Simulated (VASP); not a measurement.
Wanted: the native input for a VASP 6.6.1 run.

```yaml
Task: single point
Functional: PBE
Potentials_or_basis: VASP PAW PBE potentials, release 64 (Co, Fe)
Cutoff: 600 eV
k_mesh: 2 × 2 × 2
Occupations: gaussian, width 0.05 eV
Spin: non-collinear spin, typed start
Starting_moments: "[[0.0, 0.0, 2.4], [0.0, 0.0, 2.8]] μB"
Dipole_correction: no
Further_INCAR_settings: ALGO = Normal; EDIFF = 1e-06; NBANDS = 29
```

The structure of FeCo lies in POSCAR:

```
FeCo
1.0
    2.7774000000      0.0000000000      0.0000000000
    0.0000000000      2.7774000000      0.0000000000
    0.0000000000      0.0000000000      2.7774000000
Co Fe
1 1
Direct
    0.0000000000      0.0000000000      0.0000000000
    0.5000000000      0.5000000000      0.5000000000
```

These files were run (other wordings do the same):

INCAR

```
  PREC = Accurate
  ENCUT = 600
  EDIFF = 1E-6
  ISMEAR = 0
  SIGMA = 0.05
  LREAL = F
  LASPH = T
  NELM = 200
  ALGO = Normal
  ISIF = 2
  LWAVE = F
  LCHARG = T
  LNONCOLLINEAR = T
  MAGMOM = 0 0 2.4 0 0 2.8
  LORBIT = 11
  LMAXMIX = 4
  GGA = PE
  LVHAR = T
  NBANDS = 29
  GGA_COMPAT = F
```

KPOINTS

```
Automatic mesh
0
Gamma
  2 2 2
```

Potentials or basis: VASP PAW PBE potentials, release 64 (Co, Fe).

Run with:

```sh
$ cat potpaw_PBE.64/Co/POTCAR potpaw_PBE.64/Fe/POTCAR > POTCAR
$ mpirun -np 1 vasp_ncl > vasp.out
```

It gave:

- Pressure: 20.4 GPa
- Band gap on the k mesh: zero (band 17 reaches 9.47 eV, above the bottom of band 18 at 8.09 eV)
- Net moment: 4.25 μB per cell
- Valence electrons inside the program's atomic spheres: Co 8.35; Fe 7.33

Caveat: the k points lie up to 1.13 Å⁻¹ apart.

Run time: 44 s on 1 thread of Intel Xeon 8259CL, on a shared host, peak memory 0.19 GiB.
